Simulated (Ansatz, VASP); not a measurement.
CuO: VASP beside Ansatz

The input INCAR:

```
ALGO = Normal
EDIFF = 1E-6
ENCUT = 1340
GGA = RE
GGA_COMPAT = False
ISIF = 2
ISMEAR = -1
LASPH = True
LCHARG = False
LREAL = False
LWAVE = False
NBANDS = 33
NELM = 120
PREC = Accurate
SIGMA = 0.05
```

KPOINTS

```
k-points
0
Gamma
  5 5 4
```

The input POSCAR:

```
CuO
1.0
    3.1754955000      0.0000000000      0.0000000000
    0.0000000000      3.1754955000      0.0000000000
    0.0000000000      0.0000000000      4.6495318700
Cu O
2 2
Direct
    0.0000000000      0.0000000000      0.0000000000
    0.5000000000      0.5000000000      0.0000000000
    0.5000000000      0.0000000000      0.2670000000
    0.0000000000      0.5000000000      0.7330000000
```

input.yaml

```yaml
crystal:
  lattice:
    - [3.1754955, 0.0, 0.0]
    - [0.0, 3.1754955, 0.0]
    - [0.0, 0.0, 4.64953187]
  atoms:
    - { symbol: Cu, position: [0.0, 0.0, 0.0] }
    - { symbol: Cu, position: [0.5, 0.5, 0.0] }
    - { symbol: O, position: [0.5, 0.0, 0.267] }
    - { symbol: O, position: [0.0, 0.5, 0.733] }
hamiltonian:
  xc: revpbe
  pseudopotentials: { kind: paw }
kpoints:
  mp_grid: { grid: [5, 5, 4] }
  band_path:
    path:
      - [[0.0, 0.0, 0.0], [0.0, 0.5, 0.0], [0.5, 0.5, 0.0], [0.0, 0.0, 0.0], [0.0, 0.0, 0.5], [0.0, 0.5, 0.5], [0.5, 0.5, 0.5], [0.0, 0.0, 0.5]]
      - [[0.0, 0.5, 0.0], [0.0, 0.5, 0.5]]
      - [[0.5, 0.5, 0.0], [0.5, 0.5, 0.5]]
    npoints: 14
scf:
  occupations: { method: fermi_dirac, width: 0.05 }
  n_extra_bands: 10
output:
  forces: true
  stress: true
  eigenvalues: true
  fatbands: true
```

Alike in both runs: functional revPBE; k mesh 5 × 5 × 4; occupations fermi-dirac, width 0.05 eV; no spin polarisation.

|  | VASP | Ansatz |
| --- | --- | --- |
| version | VASP 6.6.1 | Ansatz 0.2.0 |
| potentials or method | VASP PAW PBE potentials, release 64 (Cu_sv_GW, O_h) | Ansatz PAW |
| plane-wave cutoff (eV) | 1340 | 420 |
| valence electrons in the cell | 50 | 50 |
| task | single point | band structure |

```tsv
	VASP	Ansatz	Ansatz less VASP
gap on the k mesh at the Fermi level (eV)	none	none	-
pressure (GPa)	20.2	20.3	+0.08
traceless stress, the component that is largest in VASP (GPa)	-25.38	-25.37	+0.015
rms of the force components (eV/Å)	0.300	0.302	+0.0015
```

VASP's potentials were made for PBE, not for revPBE. Atom by atom the forces differ by 0.002 eV/Å (rms over components). A gap of «none» marks a metal or a gap that the smearing closes.

The k mesh is coarse, so the values compare programs but aren't converged.
